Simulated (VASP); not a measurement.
Cu:

```xyz
2
Lattice="1.2185 -3.9764 0.0000 1.2185 3.9764 0.0000 0.0000 0.0000 2.4755" Properties=species:S:1:pos:R:3 pbc="T T T"
Cu    1.2185    2.9118    0.6189
Cu    1.2185   -2.9118    1.8566
```

Base run:

| Property | Result |
| --- | --- |
| Program | VASP 6.6.1 |
| Functional | PBEsol |
| Potentials or basis | VASP PAW PBE potentials, release 64 (Cu) |
| Cutoff | 520 eV |
| k mesh | 13 × 13 × 12 |
| Occupations | methfessel-paxton, width 0.1 eV |
| Spin | no spin polarisation |

Its results: band gap on the k mesh zero (bands 11 and 12 overlap by 5.59 eV); pressure -0.9 GPa; largest force 0.012 eV/Å.

Question: The run is repeated on the same cell with these changes: functional from PBEsol to BLYP. What comes out?

Answer: Band gap on the k mesh zero (bands 11 and 12 overlap by 5.79 eV); pressure 15.0 GPa; largest force 0.097 eV/Å.

BLYP binds less tightly than PBEsol, so the same cell stands under more pressure.

Caveats: the PAW data sets were made with another functional, which shifts forces and pressure a little; the cell stands under pressure (at least some runs).
